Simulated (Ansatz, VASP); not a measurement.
**Two plane-wave programs on Rh**

```xyz
1
Lattice="-1.5352 1.5352 1.5352 1.5352 -1.5352 1.5352 1.5352 1.5352 -1.5352" Properties=species:S:1:pos:R:3 pbc="T T T"
Rh    0.0000    0.0000    0.0000
```

Alike in both runs: functional PBE; k mesh 19 × 19 × 19; occupations fermi-dirac, width 0.05 eV; no spin polarisation.

Ansatz relaxed the structure, and its values are those at the end. VASP's run is a single point on that final structure, the one shown.

|  | VASP | Ansatz |
| --- | --- | --- |
| version | VASP 6.6.1 | Ansatz 0.2.0 |
| potentials or method | VASP PAW PBE potentials, release 64 (Rh_pv) | PAW with Ansatz's default frozen-core files, scalar-relativistic |
| plane-wave cutoff (eV) | 520 | 420 |
| valence electrons in the cell | 15 | 17 |

```tsv
	VASP	Ansatz	Ansatz less VASP
pressure (GPa)	0.0	0.0	-0.04
```

VASP's potentials hold 15 valence electrons a cell and Ansatz's 17, so a difference there can come from the potentials and not from the codes.
